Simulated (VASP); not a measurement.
# Br (P6/mmm) in VASP: further runs

Runs on Br. Level: PBE. Tasks: single point, relaxation of shape and atoms at fixed volume.

Everything below comes from runs of VASP 6.6.1. Logs are shortened: lines on timing, memory, paths and dates and some standing lists are left out, and cuts for length are marked.

## (1) The cell of the first run

Symmetry: P6/mmm, No. 191, hexagonal system. The conventional cell has a = 3.982 Å, b = 3.982 Å, c = 2.599 Å, α = 90.00°, β = 90.00°, γ = 120.00°. Br (site symmetry 6/mmm) has 2 Br at 2.60 Å within 3.4 Å.

## (2) Single point, PBE

Contents of INCAR:

```
  PREC = Accurate
  ENCUT = 520
  EDIFF = 1E-6
  ISMEAR = -1
  SIGMA = 0.1
  LREAL = False
  LASPH = True
  NELM = 80
  ALGO = Normal
  ISIF = 2
  LWAVE = False
  LCHARG = False
  GGA = PE
  NBANDS = 10
```

Contents of KPOINTS:

```
Automatic mesh
0
Gamma
  15 15 14
```

Contents of POSCAR:

```
Br
1.0
    3.9820846266      0.0000000000      0.0000000000
   -1.9910423133      3.4485864467      0.0000000000
    0.0000000000      0.0000000000      2.5988152346
Br
1
Direct
    0.0000000000      0.0000000000      0.0000000000
```

Potentials or basis: VASP PAW PBE potentials, release 64 (Br).

The run is started by

```console
> cat potpaw_PBE.64/Br/POTCAR > POTCAR
> mpirun -np 1 vasp_std > vasp.out
```

OUTCAR:

```text
PREC = Accurate
   ENCUT = 520
   EDIFF = 1E-6
   ISMEAR = -1
   LREAL = False
   LASPH = True
   NELM = 80
   ISIF = 2
   GGA = PE

 ion  position               nearest neighbor table
   1  0.000  0.000  0.000-

  LATTYP: Found a hexagonal cell.
 ALAT       =     3.9820846266
 C/A-ratio  =     0.6526268220

  Lattice vectors:

 A1 = (   3.9820846266,   0.0000000000,   0.0000000000)
 A2 = (  -1.9910423133,   3.4485864467,   0.0000000000)
 A3 = (   0.0000000000,   0.0000000000,   2.5988152346)

Analysis of symmetry for initial positions (statically):
=====================================================================
 Subroutine PRICEL returns:
 Original cell was already a primitive cell.

 Routine SETGRP: Setting up the symmetry group for a
 hexagonal supercell.

 Subroutine GETGRP returns: Found 24 space group operations
 (whereof 24 operations were pure point group operations)
 out of a pool of 24 trial point group operations.

The static configuration has the point symmetry D_6h.

Analysis of symmetry for dynamics (positions and initial velocities):
=====================================================================
 Subroutine PRICEL returns:
 Original cell was already a primitive cell.

 Routine SETGRP: Setting up the symmetry group for a
 hexagonal supercell.

 Subroutine GETGRP returns: Found 24 space group operations
 (whereof 24 operations were pure point group operations)
 out of a pool of 24 trial point group operations.

The dynamic configuration has the point symmetry D_6h.

 Subroutine INISYM returns: Found 24 space group operations
 (whereof 24 operations are pure point group operations),
 and found     1 'primitive' translations

----------------------------------------------------------------------------------------

                                     Primitive cell

  volume of cell :      35.6884

  direct lattice vectors                    reciprocal lattice vectors
     3.982084627  0.000000000  0.000000000     0.251124748  0.144986941  0.000000000
    -1.991042313  3.448586447  0.000000000     0.000000000  0.289973882  0.000000000
     0.000000000  0.000000000  2.598815235     0.000000000  0.000000000  0.384790726

  length of vectors
     3.982084627  3.982084627  2.598815235     0.289973882  0.289973882  0.384790726

  position of ions in fractional coordinates (direct lattice)
     0.000000000  0.000000000  0.000000000

  ion indices of the primitive-cell ions
   primitive index   ion index
                 1           1

----------------------------------------------------------------------------------------

 KPOINTS: Automatic mesh

Automatic generation of k-mesh.
 Grid dimensions read from file:
 generate k-points for:   15   15   14

 Generating k-lattice:

  Cartesian coordinates                     Fractional coordinates (reciprocal lattice)
     0.016741650  0.009665796  0.000000000     0.066666667  0.000000000  0.000000000
     0.000000000  0.019331592  0.000000000     0.000000000  0.066666667  0.000000000
     0.000000000  0.000000000  0.027485052     0.000000000  0.000000000  0.071428571

  Length of vectors
     0.019331592  0.019331592  0.027485052

  Shift w.r.t. Gamma in fractional coordinates (k-lattice)
     0.000000000  0.000000000  0.000000000

 Subroutine IBZKPT returns following result:
 ===========================================

 Found    216 irreducible k-points:

 Following reciprocal coordinates:
            Coordinates               Weight
  0.000000  0.000000  0.000000      1.000000
  0.066667  0.000000  0.000000      6.000000
  0.133333  0.000000  0.000000      6.000000
  0.200000 -0.000000  0.000000      6.000000
  0.266667  0.000000  0.000000      6.000000
  0.333333  0.000000  0.000000      6.000000
[... 16 lines left out ...]
  0.333333  0.200000  0.000000     12.000000
  0.400000  0.200000  0.000000      6.000000
 [... further k-points ...]
   k-points           NKPTS =    216   k-points in BZ     NKDIM =    216   number of bands    NBANDS=     10
   number of dos      NEDOS =    301   number of ions     NIONS =      1
   total plane-waves  NPLWV =  18000
   dimension x,y,z NGX =    30 NGY =   30 NGZ =   20
   dimension x,y,z NGXF=    60 NGYF=   60 NGZF=   40
   ions per type =               1
   NGX,Y,Z   is equivalent  to a cutoff of  12.52, 12.52, 12.79 a.u.
   NGXF,Y,Z  is equivalent  to a cutoff of  25.05, 25.05, 25.59 a.u.
 SYSTEM =  unknown system
   PREC   = accura    normal or accurate (medium, high low for compatibility)
   ISTART =      0    job   : 0-new  1-cont  2-samecut
   ICHARG =      2    charge: 1-file 2-atom 10-const
   ISPIN  =      1    spin polarized calculation?
   LNONCOLLINEAR =      F non collinear calculations
   LSORBIT =      F    spin-orbit coupling
   LASPH  =      T    aspherical Exc in radial PAW
   ENCUT  =  520.0 eV  38.22 Ry    6.18 a.u.   7.40  7.40  4.83*2*pi/ulx,y,z
   NELM   =     80;   NELMIN=  2; NELMDL= -5     # of ELM steps
   EDIFF  = 0.1E-05   stopping-criterion for ELM
   LREAL  =      F    real-space projection
   EDIFFG = 0.1E-04   stopping-criterion for IOM
   NSW    =      0    number of steps for IOM
   IBRION =     -1    ionic relax: 0-MD 1-quasi-New 2-CG
   NFREE  =      0    steps in history (QN), initial steepest desc. (CG)
   ISIF   =      2    stress and relaxation
   ISYM   =      2    0-nonsym 1-usesym 2-fastsym
   POTIM  = 0.5000    time-step for ionic-motion
   TEBEG  =    0.0;   TEEND  =   0.0 temperature during run
   PSTRESS=    0.0 pullay stress
   NELECT =       7.0000    total number of electrons
   NUPDOWN=      -1.0000    fix difference up-down
   EMIN   =  10.00;   EMAX   =-10.00  energy-range for DOS
   EFERMI =   0.00;   METHOD = LEGACY
   ISMEAR =    -1;   SIGMA  =   0.10  broadening in eV -4-tet -1-fermi 0-gaus
   EFERMI_NEDOS =   21; number of points for ismear=-14 and -15
   IALGO  =     38    algorithm
   IMIX   =      4    mixing-type and parameters
     AMIX     =   0.40;   BMIX     =  1.00
     AMIX_MAG =   1.60;   BMIX_MAG =  1.00
  volume/ion in A,a.u.               =      35.69       240.84
  Fermi-wavevector in a.u.,A,eV,Ry     =   0.951185  1.797480 12.309921  0.904754
  Thomas-Fermi vector in A             =   2.079632
   LORBIT       =      0    0 simple, 1 ext, 2 COOP (PROOUT), +10 PAW based schemes
   GGA     = PE    functional components
[... 5 lines left out ...]
 non-spin polarized calculation
  energy-cutoff  :      520.00
  volume of cell :       35.69
 maximum number of plane-waves:       988
 NGX is ok and might be reduce to    30
   NGX = 15   NGY = 15   NGZ =  9

 number of electron       7.0000004 magnetization

 Free energy of the ion-electron system (eV)
  ---------------------------------------------------
  ext. energy  EPLUGINS =         0.00000000
  ---------------------------------------------------
  free energy    TOTEN  =        -1.55853791 eV

  energy without entropy =       -1.52795681  energy(sigma->0) =       -1.54324736

 E-fermi :  -0.7096     XC(G=0):  -7.6317

 val. band max:       -0.7130705601   @ k =   0.3333   0.0667   0.4286
 cond. band min:      -0.6955065648   @ k =   0.4000   0.0000   0.4286
 fundamental gap:      0.0175639954
 Fermi energy:        -0.7095678979

 k-point     1 :       0.0000    0.0000    0.0000
  band No.  band energies     occupation
      1     -16.0642      2.00000
      2      -2.3295      2.00000
      3      -2.3295      2.00000
      4       3.2146      0.00000
      5       4.6232      0.00000
      6       9.5008      0.00000
      7       9.5008      0.00000
      8      12.0199      0.00000
      9      13.0643      0.00000
     10      21.5995      0.00000

 k-point     2 :       0.0667    0.0000    0.0000
  band No.  band energies     occupation
      1     -16.0556      2.00000
      2      -2.4293      2.00000
      3      -2.3478      2.00000
      4       3.2190      0.00000
      5       4.7887      0.00000
      6       9.2709      0.00000
      7       9.6155      0.00000
      8      12.0369      0.00000
      9      13.4681      0.00000
     10      21.4436      0.00000

 k-point     3 :       0.1333    0.0000    0.0000
  band No.  band energies     occupation
      1     -16.0310      2.00000
      2      -2.6932      2.00000
      3      -2.3986      2.00000
      4       3.2317      0.00000
      5       5.2326      0.00000
      6       8.8112      0.00000
      7       9.9548      0.00000
      8      12.0857      0.00000
      9      14.4647      0.00000
     10      21.0589      0.00000

 k-point     4 :       0.2000   -0.0000    0.0000
  band No.  band energies     occupation
      1     -15.9943      2.00000
      2      -3.0435      2.00000
      3      -2.4716      2.00000
      4       3.2506      0.00000
      5       5.7998      0.00000
      6       8.4519      0.00000
      7      10.5057      0.00000
      8      12.1589      0.00000
      9      15.7934      0.00000
     10      20.7290      0.00000
[... 222 lines left out ...]
 k-point    22 :       0.2667    0.2000    0.0000
  band No.  band energies     occupation
      1     -15.8685      2.00000
      2      -3.7823      2.00000
      3      -3.0156      2.00000
      4       3.3139      0.00000
      5       7.5032      0.00000
      6       8.4043      0.00000
      7      12.3603      0.00000
      8      13.7294      0.00000
      9      15.4418      0.00000
     10      19.3191      0.00000

 k-point    23 :       0.3333    0.2000    0.0000
  band No.  band energies     occupation
      1     -15.8471      2.00000
      2      -3.8695      2.00000
      3      -3.1277      2.00000
      4       3.3245      0.00000
      5       7.3814      0.00000
      6       9.2310      0.00000
      7      12.2959      0.00000
      8      13.8569      0.00000
      9      15.3291      0.00000
     10      18.4068      0.00000

 k-point    24 :       0.4000    0.2000    0.0000
  band No.  band energies     occupation
      1     -15.8395      2.00000
      2      -3.8989      2.00000
      3      -3.1680      2.00000
      4       3.3283      0.00000
      5       7.3371      0.00000
      6       9.6479      0.00000
      7      12.1891      0.00000
      8      13.5504      0.00000
      9      15.8544      0.00000
     10      17.8159      0.00000

 [... further k-points ...]

------------------------ aborting loop because EDIFF is reached ----------------------------------------

  FORCE on cell =-STRESS in cart. coord.  units (eV):
  Direction    XX          YY          ZZ          XY          YZ          ZX
  --------------------------------------------------------------------------------------
  -------------------------------------------------------------------------------------
  Total        0.0036332      0.0036332      0.0003197      0.0000000     -0.0000000     -0.0000000
  in kB        0.1631093      0.1631093      0.0143525      0.0000000     -0.0000000     -0.0000000
  external PRESSURE =       0.1135237 kB  Pullay stress =       0.0000000 kB

 VOLUME and BASIS-vectors are now :
 -----------------------------------------------------------------------------
  energy-cutoff  :      520.00
  volume of cell :       35.69
      direct lattice vectors                 reciprocal lattice vectors
     3.982084627  0.000000000  0.000000000     0.251124748  0.144986941  0.000000000
    -1.991042313  3.448586447  0.000000000     0.000000000  0.289973882  0.000000000
     0.000000000  0.000000000  2.598815235     0.000000000  0.000000000  0.384790726

 POSITION                                       TOTAL-FORCE (eV/Angst)
 -----------------------------------------------------------------------------------
      0.00000      0.00000      0.00000         0.000000      0.000000      0.000000
 -----------------------------------------------------------------------------------
    total drift:                               -0.000000      0.000000      0.000000

  FREE ENERGIE OF THE ION-ELECTRON SYSTEM (eV)
  ---------------------------------------------------
  free  energy   TOTEN  =        -1.5585379058 eV

  energy  without entropy=       -1.5279568073  energy(sigma->0) =       -1.54324736
```

It took 56 s on 1 thread of Intel Xeon Platinum 8488C (Sapphire Rapids), shared host; peak memory 0.19 GiB.

Results:

- Free energy: -1.5585 eV
- Pressure: 0.0 GPa

Levels at points of the mesh, in eV from the Fermi level:
| k point | band 1 | band 2 | band 3 | band 4 | band 5 | band 6 |
| --- | --- | --- | --- | --- | --- | --- |
| (0.00, 0.00, 0.00) | -15.35 | -1.62 | -1.62 | 3.92 | 5.33 | 10.21 |
| (0.00, 0.00, 0.50) | -12.64 | -5.66 | 0.43 | 0.43 | 10.29 | 10.92 |

Caveat: an odd number of electrons without spin polarisation forces a metal; a magnetic or distorted state may lie lower.

## (3) Relaxation of shape and atoms at fixed volume, PBE

This run uses another cell than the first one, of 14.28 Å³/atom, 0.400 times its volume.

Contents of INCAR:

```
SYSTEM = Br
PREC = Accurate
ENCUT = 600
EDIFF = 1E-6
ISMEAR = -1
SIGMA = 0.1
LREAL = .FALSE.
LASPH = .TRUE.
NELM = 60
ALGO = Normal
ISIF = 4
LWAVE = .FALSE.
LCHARG = .FALSE.
GGA = PE
IBRION = 2
NSW = 50
EDIFFG = -0.005
```

Contents of KPOINTS:

```
regular mesh
0
G
  15 15 14
  0 0 0
```

Contents of POSCAR:

```
Br
1.0
    2.9340250389      0.0000000000      0.0000000000
   -1.4670125194      2.5409402191      0.0000000000
    0.0000000000      0.0000000000      1.9148234367
Br
1
Direct
    0.0000000000      0.0000000000      0.0000000000
```

Potentials or basis: VASP PAW PBE potentials, release 64 (Br).

The run is started by

```console
> cat potpaw_PBE.64/Br/POTCAR > POTCAR
> mpirun -np 1 vasp_std > vasp.out
```

Wall time 2.5 min (1 thread of Intel Xeon Platinum 8488C (Sapphire Rapids), shared host); peak memory 0.15 GiB.

Results (log left out):

| Quantity | Value |
| --- | --- |
| Free energy | 1.2862 eV |
| Energy gained by relaxing | 2526.7 meV/atom |
| Ionic steps | 26 |
| Pressure after relaxing | 112.8 GPa |

Step by step:
```tsv
step	energy change (eV)	largest force (eV/Å)	pressure (GPa)	volume (Å³)
1	0.0000	0.0000	186.44	14.28
2	21.1622	0.0000	560.02	14.28
3	-2.1233	0.0000	120.07	14.28
4	-2.3247	0.0000	113.17	14.28
5	-2.4412	0.0000	110.51	14.28
6	-2.3719	0.0000	123.27	14.28
7	-2.4866	0.0000	110.47	14.28
8	-2.5230	0.0000	113.82	14.28
9	-2.5238	0.0000	111.99	14.28
10	-2.5267	0.0000	112.67	14.28
11	-2.5264	0.0000	113.04	14.28
12	-2.5264	0.0000	113.03	14.28
13	-2.5264	0.0000	113.00	14.28
14	-2.5264	0.0000	113.02	14.28
15	-2.5264	0.0000	113.02	14.28
16	-2.5264	0.0000	113.02	14.28
17	-2.5264	0.0000	113.01	14.28
18	-2.5264	0.0000	113.01	14.28
19	-2.5265	0.0000	113.01	14.28
20	-2.5265	0.0000	113.00	14.28
21	-2.5265	0.0000	112.98	14.28
22	-2.5265	0.0000	112.97	14.28
23	-2.5266	0.0000	112.93	14.28
24	-2.5267	0.0000	112.84	14.28
25	-2.5267	0.0000	112.67	14.28
26	-2.5267	0.0000	112.75	14.28
```

Final structure:
```
Br
1.0
     2.66729    0.00000    0.00000
    -1.33365    2.30994    0.00000
     0.00000    0.00000    2.31695
Br
1
Direct
  0.00000 0.00000 0.00000
```

Levels at points of the mesh, in eV from the Fermi level:
```
           k point  band 1  band 2  band 3  band 4  band 5  band 6  band 7
(0.00, 0.00, 0.00)  -22.78    0.07    0.07    2.37    6.78   10.83   11.44
(0.00, 0.00, 0.50)  -18.12  -12.81    3.16    3.16   13.68   14.72   14.72
```

Caveat: an odd number of electrons without spin polarisation forces a metal; a magnetic or distorted state may lie lower.

## (4) Relaxation of shape and atoms at fixed volume, PBE

This run uses another cell than the first one, of 17.84 Å³/atom, 0.500 times its volume.

Contents of INCAR:

```
PREC = Accurate ; ENCUT = 600
EDIFF = 1E-6 ; ISMEAR = -1
SIGMA = 0.1 ; LREAL = F
LASPH = T ; NELM = 80
ALGO = Normal ; ISIF = 4
LWAVE = F ; LCHARG = F
GGA = PE ; IBRION = 2
NSW = 50 ; EDIFFG = -0.005
```

Contents of KPOINTS:

```
Automatic mesh
0
Gamma
  15 15 14
```

Contents of POSCAR:

```
Br
1.0
    3.1605826626      0.0000000000      0.0000000000
   -1.5802913313      2.7371448766      0.0000000000
    0.0000000000      0.0000000000      2.0626810187
Br
1
Direct
    0.0000000000      0.0000000000      0.0000000000
```

The run is started by

```console
> cat potpaw_PBE.64/Br/POTCAR > POTCAR
> mpirun -np 1 vasp_std > vasp.out
```

It took 1.8 min on 1 thread of Intel Xeon Platinum 8488C (Sapphire Rapids), shared host; peak memory 0.16 GiB.

Results (log left out):

| Property | Result |
| --- | --- |
| Free energy | -0.3751 eV |
| Energy gained by relaxing | 1326.9 meV/atom |
| Ionic steps | 7 |
| Pressure after relaxing | 46.9 GPa |

Step by step:
| step | energy change (eV) | largest force (eV/Å) | pressure (GPa) | volume (Å³) |
| --- | --- | --- | --- | --- |
| 1 | 0.0000 | 0.0000 | 85.27 | 17.84 |
| 2 | 0.7222 | 0.0000 | 95.70 | 17.84 |
| 3 | -1.1916 | 0.0000 | 43.79 | 17.84 |
| 4 | -1.2192 | 0.0000 | 43.74 | 17.84 |
| 5 | -1.2879 | 0.0000 | 51.34 | 17.84 |
| 6 | -1.2994 | 0.0000 | 44.54 | 17.84 |
| 7 | -1.3269 | 0.0000 | 46.93 | 17.84 |

Final structure:
```xyz
1
Lattice="2.9241 0.0000 0.0000 -1.4620 2.5323 0.0000 0.0000 0.0000 2.4098" Properties=species:S:1:pos:R:3 pbc="T T T"
Br    0.0000    0.0000    0.0000
```

Levels at points of the mesh, in eV from the Fermi level:
| k point | band 1 | band 2 | band 3 | band 4 | band 5 | band 6 |
| --- | --- | --- | --- | --- | --- | --- |
| (0.00, 0.00, 0.00) | -19.78 | -0.65 | -0.65 | 3.12 | 6.74 | 10.87 |
| (0.00, 0.00, 0.50) | -15.79 | -10.07 | 1.95 | 1.95 | 12.68 | 13.27 |

Caveat: an odd number of electrons without spin polarisation forces a metal; a magnetic or distorted state may lie lower.

(Continued in part 2 of 2.)
